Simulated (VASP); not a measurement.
WC (rocksalt type):

```
CELL_PARAMETERS angstrom
0.00000 2.15443 2.15443
2.15443 0.00000 2.15443
2.15443 2.15443 0.00000
ATOMIC_POSITIONS crystal
W 0.00000 0.00000 0.00000
C 0.50000 0.50000 0.50000
```

```yaml
Program: VASP 6.6.1
Task: relaxation of cell and atoms
Functional: PBEsol
Potentials_or_basis: VASP PAW PBE potentials, release 64 (W_sv, C)
Cutoff: 600 eV
k_mesh: 15 × 15 × 15
Occupations: fermi-dirac, width 0.1 eV
Spin: no spin polarisation
```

At the start: pressure 11.7 GPa; volume 10.00 Å³/atom.

Task: Where does the relaxation end?

Result: Over 4 steps the energy falls by 10.2 meV/atom and the volume is 10.29 Å³/atom (+2.9 %); space group Fm-3m (No. 225, to 0.1 Å) before and after.

Step by step:
| step | energy change (eV) | largest force (eV/Å) | pressure (GPa) | volume (Å³) |
| --- | --- | --- | --- | --- |
| 1 | 0.0000 | 0.0000 | 11.69 | 20.00 |
| 2 | 0.1140 | 0.0000 | -24.89 | 22.19 |
| 3 | -0.0204 | 0.0000 | -0.30 | 20.59 |
| 4 | -0.0204 | 0.0000 | -0.02 | 20.57 |

Final structure:
```
CELL_PARAMETERS angstrom
0.00000 2.17485 2.17485
2.17485 0.00000 2.17485
2.17485 2.17485 0.00000
ATOMIC_POSITIONS crystal
W 0.00000 0.00000 0.00000
C 0.50000 0.50000 0.50000
```

Caveat: the highest band is partly filled, so the run has too few bands; the PAW data sets were made with another functional, which shifts forces and pressure a little.
